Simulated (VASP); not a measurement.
Here is a VASP 6.6.1 calculation.

INCAR

```
SYSTEM = HfC
PREC = Accurate
ENCUT = 520
EDIFF = 1E-7
ISMEAR = 0
SIGMA = 0.05
LREAL = .FALSE.
LASPH = .TRUE.
NELM = 60
ALGO = Normal
ISIF = 2
LWAVE = .FALSE.
LCHARG = .FALSE.
GGA = PE
NBANDS = 22
```

KPOINTS

```
regular mesh
0
G
  12 12 8
  0 0 0
```

Contents of POSCAR:

```
HfC
1.0
    3.3299329653      0.0000000000      0.0000000000
   -1.6649664827      2.8838065409      0.0000000000
    0.0000000000      0.0000000000      5.2274907433
Hf C
2 2
Direct
    0.3333333333      0.6666666667      0.2500000000
    0.6666666667      0.3333333333      0.7500000000
    0.0000000000      0.0000000000      0.0000000000
    0.0000000000      0.0000000000      0.5000000000
```

Potentials or basis: VASP PAW PBE potentials, release 64 (Hf_pv, C).

Launch:

```sh
$ cat potpaw_PBE.64/Hf_pv/POTCAR potpaw_PBE.64/C/POTCAR > POTCAR
$ mpirun -np 1 vasp_std > vasp.out
```

Task: Estimate the pressure.

Result: -0.7 GPa.

Task: What does it give for the band gap on the k mesh?

Result: Zero (bands 14 and 15 overlap by 1.38 eV).

Caveat: spin-orbit coupling is left out, which moves the levels of the heavy elements.
